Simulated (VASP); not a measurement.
# GaN (Fm-3m) in VASP: notebook

GaN is run at these levels: PBE, r2SCAN, HSE06; tasks: single point.

Everything below comes from runs of VASP 6.6.1. Logs are shortened: lines on timing, memory, paths and dates and some standing lists are left out, and cuts for length are marked.

## (1) The cell of the first run

Symmetry: Fm-3m, No. 225, cubic system. The conventional cell has a = 4.217 Å, b = 4.217 Å, c = 4.217 Å, α = 90.00°, β = 90.00°, γ = 90.00°. Ga (site symmetry m-3m) has 6 N at 2.11 Å within 2.8 Å. N (site symmetry m-3m) has 6 Ga at 2.11 Å within 2.8 Å.

## (2) Single point, PBE

The input, INCAR:

```
ALGO = Normal
EDIFF = 1E-6
ENCUT = 520
GGA = PE
ISIF = 2
ISMEAR = 0
LASPH = True
LCHARG = False
LREAL = False
LWAVE = False
NBANDS = 16
NELM = 100
PREC = Accurate
SIGMA = 0.01
```

The input, KPOINTS:

```
k-points
0
Gamma
  8 8 8
```

The input, POSCAR:

```
GaN
1.0
    0.0000000000      2.1085152350      2.1085152350
    2.1085152350      0.0000000000      2.1085152350
    2.1085152350      2.1085152350      0.0000000000
Ga N
1 1
Direct
    0.0000000000      0.0000000000      0.0000000000
    0.5000000000      0.5000000000      0.5000000000
```

Potentials or basis: VASP PAW PBE potentials, release 64 (Ga_d, N).

Command:

```bash
> cat potpaw_PBE.64/Ga_d/POTCAR potpaw_PBE.64/N/POTCAR > POTCAR
> mpirun -np 1 vasp_std > vasp.out
```

OUTCAR:

```text
EDIFF = 1E-6
   ENCUT = 520
   GGA = PE
   ISIF = 2
   ISMEAR = 0
   LASPH = True
   LREAL = False
   NELM = 100
   PREC = Accurate

 ion  position               nearest neighbor table
   1  0.000  0.000  0.000-   2 2.11   2 2.11   2 2.11   2 2.11   2 2.11   2 2.11
   2  0.500  0.500  0.500-   1 2.11   1 2.11   1 2.11   1 2.11   1 2.11   1 2.11

  LATTYP: Found a face centered cubic cell.
 ALAT       =     4.2170304700

  Lattice vectors:

 A1 = (   0.0000000000,   2.1085152350,   2.1085152350)
 A2 = (   2.1085152350,   0.0000000000,   2.1085152350)
 A3 = (   2.1085152350,   2.1085152350,   0.0000000000)

Analysis of symmetry for initial positions (statically):
=====================================================================
 Subroutine PRICEL returns:
 Original cell was already a primitive cell.

 Routine SETGRP: Setting up the symmetry group for a
 face centered cubic supercell.

 Subroutine GETGRP returns: Found 48 space group operations
 (whereof 48 operations were pure point group operations)
 out of a pool of 48 trial point group operations.

The static configuration has the point symmetry O_h .

Analysis of symmetry for dynamics (positions and initial velocities):
=====================================================================
 Subroutine PRICEL returns:
 Original cell was already a primitive cell.

 Routine SETGRP: Setting up the symmetry group for a
 face centered cubic supercell.

 Subroutine GETGRP returns: Found 48 space group operations
 (whereof 48 operations were pure point group operations)
 out of a pool of 48 trial point group operations.

The dynamic configuration has the point symmetry O_h .

 Subroutine INISYM returns: Found 48 space group operations
 (whereof 48 operations are pure point group operations),
 and found     1 'primitive' translations

----------------------------------------------------------------------------------------

                                     Primitive cell

  volume of cell :      18.7482

  direct lattice vectors                    reciprocal lattice vectors
     0.000000000  2.108515235  2.108515235    -0.237133691  0.237133691  0.237133691
     2.108515235  0.000000000  2.108515235     0.237133691 -0.237133691  0.237133691
     2.108515235  2.108515235  0.000000000     0.237133691  0.237133691 -0.237133691

  length of vectors
     2.981890842  2.981890842  2.981890842     0.410727601  0.410727601  0.410727601

  position of ions in fractional coordinates (direct lattice)
     0.000000000  0.000000000  0.000000000
[... 73 lines left out ...]
   LNONCOLLINEAR =      F non collinear calculations
   LSORBIT =      F    spin-orbit coupling
   LASPH  =      T    aspherical Exc in radial PAW
   ENCUT  =  520.0 eV  38.22 Ry    6.18 a.u.   5.54  5.54  5.54*2*pi/ulx,y,z
   NELM   =    100;   NELMIN=  2; NELMDL= -5     # of ELM steps
   EDIFF  = 0.1E-05   stopping-criterion for ELM
   LREAL  =      F    real-space projection
[... 7 lines left out ...]
   TEBEG  =    0.0;   TEEND  =   0.0 temperature during run
   PSTRESS=    0.0 pullay stress
   NELECT =      18.0000    total number of electrons
   NUPDOWN=      -1.0000    fix difference up-down
   EMIN   =  10.00;   EMAX   =-10.00  energy-range for DOS
   EFERMI =   0.00;   METHOD = LEGACY
   ISMEAR =     0;   SIGMA  =   0.01  broadening in eV -4-tet -1-fermi 0-gaus
   EFERMI_NEDOS =   21; number of points for ismear=-14 and -15
   IALGO  =     38    algorithm
   IMIX   =      4    mixing-type and parameters
     AMIX     =   0.40;   BMIX     =  1.00
     AMIX_MAG =   1.60;   BMIX_MAG =  1.00
  volume/ion in A,a.u.               =       9.37        63.26
  Fermi-wavevector in a.u.,A,eV,Ry     =   1.615024  3.051952 35.488101  2.608302
  Thomas-Fermi vector in A             =   2.709838
   LORBIT       =      0    0 simple, 1 ext, 2 COOP (PROOUT), +10 PAW based schemes
   GGA     = PE    functional components
   LHFCALC =     F    Hartree Fock is set to
   AEXX    =    0.0000 exact exchange contribution
   IVDW    =     0    specifies the selected vdW correction
   LEPSILON=     F    determine dielectric tensor
   LRPA    =     F    only Hartree local field effects (RPA)
 non-spin polarized calculation
 Gauss-broadening in eV      SIGMA  =   0.01
  energy-cutoff  :      520.00
  volume of cell :       18.75
 maximum number of plane-waves:       531
 NGX is ok and might be reduce to    24
   NGX = 11   NGY = 11   NGZ = 11

 number of electron      18.0000008 magnetization

 Free energy of the ion-electron system (eV)
  ---------------------------------------------------
  ext. energy  EPLUGINS =         0.00000000
  ---------------------------------------------------
  free energy    TOTEN  =       -11.18383211 eV

  energy without entropy =      -11.18383211  energy(sigma->0) =      -11.18383211

 E-fermi :   8.0192     XC(G=0): -13.1183

 val. band max:        7.9674495396   @ k =  -0.2500   0.1250   0.0000
 cond. band min:       8.6187872009   @ k =   0.5000   0.5000   0.0000
 fundamental gap:      0.6513376613
 Fermi energy:         8.0192175714

 k-point     1 :       0.0000    0.0000    0.0000
  band No.  band energies     occupation
      1      -9.3864      2.00000
      2      -6.0036      2.00000
      3      -6.0036      2.00000
      4      -6.0036      2.00000
      5      -5.9076      2.00000
      6      -5.9076      2.00000
[... 433 lines left out ...]
      3      -6.0359      2.00000
      4      -5.9541      2.00000
      5      -5.7681      2.00000
      6      -4.4736      2.00000
[... 8 lines left out ...]
     15      27.0269      0.00000
     16      31.7022      0.00000

 [... further k-points ...]

------------------------ aborting loop because EDIFF is reached ----------------------------------------

  FORCE on cell =-STRESS in cart. coord.  units (eV):
  Direction    XX          YY          ZZ          XY          YZ          ZX
  --------------------------------------------------------------------------------------
  -------------------------------------------------------------------------------------
  Total        1.0612603      1.0612603      1.0612603     -0.0000000     -0.0000000      0.0000000
  in kB       90.6926865     90.6926865     90.6926865     -0.0000000     -0.0000000      0.0000000
  external PRESSURE =      90.6926865 kB  Pullay stress =       0.0000000 kB

 VOLUME and BASIS-vectors are now :
 -----------------------------------------------------------------------------
  energy-cutoff  :      520.00
  volume of cell :       18.75
      direct lattice vectors                 reciprocal lattice vectors
     0.000000000  2.108515235  2.108515235    -0.237133691  0.237133691  0.237133691
     2.108515235  0.000000000  2.108515235     0.237133691 -0.237133691  0.237133691
     2.108515235  2.108515235  0.000000000     0.237133691  0.237133691 -0.237133691

 POSITION                                       TOTAL-FORCE (eV/Angst)
 -----------------------------------------------------------------------------------
      0.00000      0.00000      0.00000         0.000000     -0.000000     -0.000000
      2.10852      2.10852      2.10852        -0.000000      0.000000      0.000000
 -----------------------------------------------------------------------------------
    total drift:                                0.000000     -0.000000     -0.000000

  FREE ENERGIE OF THE ION-ELECTRON SYSTEM (eV)
  ---------------------------------------------------
  free  energy   TOTEN  =       -11.1838321088 eV

  energy  without entropy=      -11.1838321088  energy(sigma->0) =      -11.18383211
```

stdout:

```text
POSCAR found type information on POSCAR GaN
 POSCAR found :  2 types and       2 ions
 scaLAPACK will be used
 LDA part: xc-table for (Slater+PW92), standard interpolation
 POSCAR, INCAR and KPOINTS ok, starting setup
 FFT: planning ... GRIDC
 FFT: planning ... GRID_SOFT
 FFT: planning ... GRID
 WAVECAR not read
 entering main loop
```

It took 5 s on 1 thread of Intel Xeon 6975P-C (Granite Rapids), shared host; peak memory 0.14 GiB.

Results:

```yaml
Free_energy: -11.1838 eV
Pressure: 9.1 GPa
Band_gap_on_the_k_mesh: 0.65 eV (least direct gap 2.83 eV)
```

Caveat: the cell stands under pressure. A k mesh can miss the band edges.

## (3) Single point, PBE

The input, INCAR:

```
SYSTEM = GaN
  PREC = Accurate
  ENCUT = 520
  EDIFF = 1E-6
  ISMEAR = 0
  SIGMA = 0.01
  LREAL = .FALSE.
  LASPH = .TRUE.
  NELM = 100
  ALGO = Normal
  ISIF = 2
  LWAVE = .FALSE.
  LCHARG = .TRUE.
  GGA = PE
  LELF = .TRUE.
  LVHAR = .TRUE.
  NBANDS = 16
```

The input, KPOINTS:

```
Automatic mesh
0
G
  8 8 8
  0 0 0
```

POSCAR is that of step 2.

Potentials or basis: VASP PAW PBE potentials, release 64 (Ga_d, N).

Command:

```bash
> cat potpaw_PBE.64/Ga_d/POTCAR potpaw_PBE.64/N/POTCAR > POTCAR
> mpirun -np 1 vasp_std > vasp.out
```

It took 5.3 s on 1 thread of Intel Xeon 6975P-C (Granite Rapids), shared host; peak memory 0.14 GiB.

Results (log left out):

* Free energy: -11.1838 eV
* Pressure: 9.1 GPa
* Band gap on the k mesh: 0.65 eV (least direct gap 2.83 eV)

Levels at points of the mesh, in eV from the valence-band top:
```
           k point  band 6  band 7  band 8  band 9  band 10  band 11  band 12  band 13
(0.00, 0.00, 0.00)  -13.88   -0.50   -0.50   -0.50     2.33    14.78    14.78    14.78
(0.50, 0.00, 0.00)  -13.74   -8.27   -0.15   -0.15     4.74     9.15     9.15     9.51
(0.50, 0.50, 0.00)  -10.96   -7.16   -3.05   -3.05     0.65     7.85    12.01    14.61
```

Caveat: the cell stands under pressure.

## (4) Single point, r2SCAN

POSCAR is that of step 3.

The input, INCAR.step1:

```
PREC     = Accurate       # precision mode
ENCUT    = 520            # plane-wave cutoff, eV
ISMEAR   = 0              # smearing method
SIGMA    = 0.01           # smearing width, eV
LREAL    = False          # projectors in reciprocal space
LASPH    = True           # aspherical terms in the spheres
NELM     = 60             # most SCF steps
NBANDS   = 16             # bands
GGA      = PE             # functional
ALGO     = Normal         # electronic algorithm
EDIFF    = 1E-4           # SCF threshold, eV
LWAVE    = True           # write WAVECAR
LCHARG   = False          # write CHGCAR
```

The input, INCAR.step2:

```
PREC     = Accurate       # precision mode
ENCUT    = 520            # plane-wave cutoff, eV
EDIFF    = 1E-6           # SCF threshold, eV
ISMEAR   = 0              # smearing method
SIGMA    = 0.01           # smearing width, eV
LREAL    = False          # projectors in reciprocal space
LASPH    = True           # aspherical terms in the spheres
NELM     = 60             # most SCF steps
ALGO     = Normal         # electronic algorithm
ISIF     = 2              # what is computed and relaxed
LWAVE    = False          # write WAVECAR
LCHARG   = False          # write CHGCAR
METAGGA  = R2SCAN         # meta-GGA
LMIXTAU  = True         
NBANDS   = 16             # bands
ISTART   = 1
```

The input, KPOINTS:

```
Automatic mesh
0
Gamma
  8 8 8
```

Command:

```bash
> cat potpaw_PBE.64/Ga_d/POTCAR potpaw_PBE.64/N/POTCAR > POTCAR
> cp INCAR.step1 INCAR
> mpirun -np 1 vasp_std > vasp.out
> cp INCAR.step2 INCAR
> mpirun -np 1 vasp_std > vasp.out
```

It took 17 s on 1 thread of Intel Xeon 6975P-C (Granite Rapids), shared host; peak memory 0.14 GiB.

The run converged. Its results:

```yaml
Free_energy: -20.9750 eV
Pressure: 1.3 GPa
Band_gap_on_the_k_mesh: 1.17 eV (least direct gap 3.41 eV)
```

Levels at points of the mesh, in eV from the valence-band top:
```csv
k point,band 5,band 6,band 7,band 8,band 9,band 10,band 11,band 12,band 13,band 14
"(0.00, 0.00, 0.00)",-14.30,-14.30,-0.51,-0.51,-0.51,2.89,15.51,15.51,15.51,17.04
"(0.50, 0.00, 0.00)",-14.14,-14.14,-8.37,-0.16,-0.16,5.42,9.87,9.87,10.43,17.58
"(0.50, 0.50, 0.00)",-14.08,-11.52,-7.26,-3.13,-3.13,1.17,8.52,13.15,15.77,15.77
```

Caveat: the PAW data sets were made with another functional, which shifts forces and pressure a little. A k mesh can miss the band edges.

## (5) Single point, HSE06

POSCAR is that of step 4.

The input, INCAR.step1:

```
PREC     = Accurate       # precision mode
ENCUT    = 520            # plane-wave cutoff, eV
EDIFF    = 1E-5           # SCF threshold, eV
ISMEAR   = 0              # smearing method
SIGMA    = 0.01           # smearing width, eV
LREAL    = F              # projectors in reciprocal space
LASPH    = T              # aspherical terms in the spheres
NELM     = 60             # most SCF steps
ALGO     = Normal         # electronic algorithm
ISIF     = 2              # what is computed and relaxed
LWAVE    = T              # write WAVECAR
LCHARG   = F              # write CHGCAR
NBANDS   = 16             # bands
GGA      = PE             # functional
```

The input, INCAR.step2:

```
PREC     = Accurate       # precision mode
ENCUT    = 520            # plane-wave cutoff, eV
EDIFF    = 1E-7           # SCF threshold, eV
ISMEAR   = 0              # smearing method
SIGMA    = 0.01           # smearing width, eV
LREAL    = F              # projectors in reciprocal space
LASPH    = T              # aspherical terms in the spheres
NELM     = 60             # most SCF steps
ALGO     = Normal         # electronic algorithm
ISIF     = 2              # what is computed and relaxed
LWAVE    = F              # write WAVECAR
LCHARG   = F              # write CHGCAR
GGA      = PE             # functional
LHFCALC  = T              # exact exchange
HFSCREEN = 0.2079         # screening, 1/A
PRECFOCK = Normal       
NBANDS   = 16             # bands
ISTART   = 1
```

The input, KPOINTS:

```
Automatic mesh
0
Gamma
  6 6 6
```

Command:

```bash
> cat potpaw_PBE.64/Ga_d/POTCAR potpaw_PBE.64/N/POTCAR > POTCAR
> cp INCAR.step1 INCAR
> mpirun -np 1 vasp_std > vasp.out
> cp INCAR.step2 INCAR
> mpirun -np 1 vasp_std > vasp.out
```

Run time: 14 min. Hardware: 1 thread of Intel Xeon 6975P-C (Granite Rapids), shared host; peak memory 0.25 GiB.

Results (log left out):

| Item | Value |
| --- | --- |
| Free energy | -13.7799 eV |
| Pressure | -0.5 GPa |
| Band gap on the k mesh | 1.89 eV (least direct gap 4.16 eV) |

Levels at points of the mesh, in eV from the valence-band top:
```csv
k point,band 6,band 7,band 8,band 9,band 10,band 11,band 12,band 13
"(0.00, 0.00, 0.00)",-16.23,-0.53,-0.53,-0.53,3.62,16.17,16.17,16.17
"(0.50, 0.00, 0.00)",-15.68,-8.98,-0.22,-0.22,5.97,10.64,10.64,11.61
"(0.50, 0.50, 0.00)",-12.63,-7.78,-3.31,-3.31,1.89,8.94,14.05,16.75
```

Caveat: the k points lie up to 0.43 Å⁻¹ apart; the PAW data sets were made with another functional, which shifts forces and pressure a little. A k mesh can miss the band edges.

## (6) Summary

| level | k mesh | grid for exact exchange (PRECFOCK) | share of exact exchange | screening parameter | gap on the mesh (eV) | pressure (GPa) |
| --- | --- | --- | --- | --- | --- | --- |
| PBE | 8 × 8 × 8 | - | - | - | 0.65 | 9.1 |
| r2SCAN | 8 × 8 × 8 | - | - | - | 1.17 | 1.3 |
| HSE06 | 6 × 6 × 6 | Normal | 0.25 | 0.2079 1/Å | 1.89 | -0.5 |

Alike in all rows: task single point; potentials or basis VASP PAW PBE potentials, release 64 (Ga_d, N); no spin polarisation; cell as given; cutoff (eV) 520; smearing gaussian 0.01 eV.

Caveats: some runs use coarse meshes; the PAW data sets were made with another functional, which shifts forces and pressure a little (at least some runs); the cell stands under pressure (at least some runs).

Total energies depend on the potentials used, so only differences within one code and one set of settings carry meaning.
